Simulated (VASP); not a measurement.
A run of VASP 6.6.1 is set up as follows.

INCAR

```
SYSTEM = SiO2
PREC     = Accurate       ! precision mode
ENCUT    = 520            ! plane-wave cutoff, eV
EDIFF    = 1E-6           ! SCF threshold, eV
ISMEAR   = 0              ! smearing method
SIGMA    = 0.01           ! smearing width, eV
LREAL    = .FALSE.        ! projectors in reciprocal space
LASPH    = .TRUE.         ! aspherical terms in the spheres
NELM     = 100            ! most SCF steps
ALGO     = Normal         ! electronic algorithm
ISIF     = 2              ! what is computed and relaxed
LWAVE    = .FALSE.        ! write WAVECAR
LCHARG   = .FALSE.        ! write CHGCAR
GGA      = PS             ! functional
NBANDS   = 25             ! bands
```

File KPOINTS:

```
Automatic mesh
0
G
  6 6 6
  0 0 0
```

The input POSCAR:

```
SiO2
1.0
   -2.3581162984      2.3581162984      3.7188717261
    2.3581162984     -2.3581162984      3.7188717261
    2.3581162984      2.3581162984     -3.7188717261
Si O
2 4
Direct
    0.0000000000      0.0000000000      0.0000000000
    0.7500000000      0.2500000000      0.5000000000
    0.9983800000      0.6250000000      0.8733800000
    0.3750000000      0.2483800000      0.3733800000
    0.7516200000      0.1250000000      0.1266200000
    0.8750000000      0.0016200000      0.6266200000
```

Potentials or basis: VASP PAW PBE potentials, release 64 (Si, O).

Command:

```sh
$ cat potpaw_PBE.64/Si/POTCAR potpaw_PBE.64/O/POTCAR > POTCAR
$ mpirun -np 1 vasp_std > vasp.out
```

(1) Predict the largest force.

(2) What does it give for the pressure?

Results:

(1) 0.297 eV/Å.

(2) 5.3 GPa.

Caveat: the PAW data sets were made with another functional, which shifts forces and pressure a little.
